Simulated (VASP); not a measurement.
A run of VASP 6.6.1:

File INCAR:

```
SYSTEM = Te2Pt
PREC = Accurate
ENCUT = 500
EDIFF = 1E-6
ISMEAR = 0
SIGMA = 0.1
LREAL = .FALSE.
LASPH = .TRUE.
NELM = 120
ALGO = Normal
ISIF = 2
LWAVE = .FALSE.
LCHARG = .FALSE.
GGA = PE
IVDW = 12
NBANDS = 18
GGA_COMPAT = .FALSE.
```

File KPOINTS:

```
regular mesh
0
G
  12 12 8
  0 0 0
```

The input POSCAR:

```
Te2Pt
1.0
    4.0948922008      0.0000000000      0.0000000000
   -2.0474461004      3.5462806716      0.0000000000
    0.0000000000      0.0000000000      5.4866191101
Te Pt
2 1
Direct
    0.3333333333      0.6666666667      0.2487836633
    0.6666666667      0.3333333333      0.7512163367
    0.0000000000      0.0000000000      0.0000000000
```

Potentials or basis: VASP PAW PBE potentials, release 64 (Te, Pt).

Launch:

```bash
$ cat potpaw_PBE.64/Te/POTCAR potpaw_PBE.64/Pt/POTCAR > POTCAR
$ mpirun -np 1 vasp_std > vasp.out
```

Hardware: 1 thread of AMD EPYC 9R45 (Zen 5), with other jobs on the host.

Question: Estimate the wall time of this run.

Answer: Wall time 71 s on 1 thread of AMD EPYC 9R45 (Zen 5), with other jobs on the host, peak memory 0.28 GiB. Counts: scf iterations 13, k points 131.
